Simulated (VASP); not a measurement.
Wanted: the native input for a VASP 6.6.1 run.

```
Task                   : single point
Functional             : PBE
Potentials or basis    : VASP PAW PBE potentials, release 64 (Eu, Bi_d)
Cutoff                 : 520 eV
k mesh                 : 8 × 8 × 8
Occupations            : gaussian, width 0.05 eV
Spin                   : collinear spin, ferromagnetic start
Starting moments       : [0.5, 0.0] μB
Hubbard terms          : Eu f U = 6.0 eV
Dipole correction      : no
Further INCAR settings : ALGO = Normal; EDIFF = 1e-07; NBANDS = 27
```

The structure of EuBi lies in POSCAR:

```
EuBi
1.0
    4.2310816794      0.0000000000      0.0000000000
   -2.1155408397      3.6642242199      0.0000000000
    0.0000000000      0.0000000000      4.7988748208
Eu Bi
1 1
Direct
    0.0000000000      0.0000000000      0.0000000000
    0.6666666667      0.3333333333      0.5000000000
```

One way to write it, as run:

INCAR

```
PREC = Accurate ; ENCUT = 520
EDIFF = 1E-7 ; ISMEAR = 0
SIGMA = 0.05 ; LREAL = False
LASPH = True ; NELM = 150
ALGO = Normal ; ISIF = 2
LWAVE = False ; LCHARG = False
ISPIN = 2 ; MAGMOM = 0.5 0
LORBIT = 11 ; LMAXMIX = 6
LDAU = True ; LDAUTYPE = 2
LDAUL = 3 -1 ; LDAUU = 6 0
LDAUJ = 0 0 ; LDAUPRINT = 1
GGA = PE ; NBANDS = 27
```

KPOINTS

```
regular mesh
0
Gamma
  8 8 8
```

Potentials or basis: VASP PAW PBE potentials, release 64 (Eu, Bi_d).

Run with:

```sh
$ cat potpaw_PBE.64/Eu/POTCAR potpaw_PBE.64/Bi_d/POTCAR > POTCAR
$ mpirun -np 1 vasp_std > vasp.out
```

It gave:

- Pressure: 0.1 GPa
- Net moment: 7.09 μB per cell
- Site moments: Eu +6.74; Bi -0.02 μB
- Valence electrons inside the program's atomic spheres: Eu 14.88; Bi 12.88

Run time: 5.6 min on 1 thread of Intel(R) Xeon(R) Platinum 8488C (Sapphire Rapids) (shared host), peak memory 0.33 GiB.
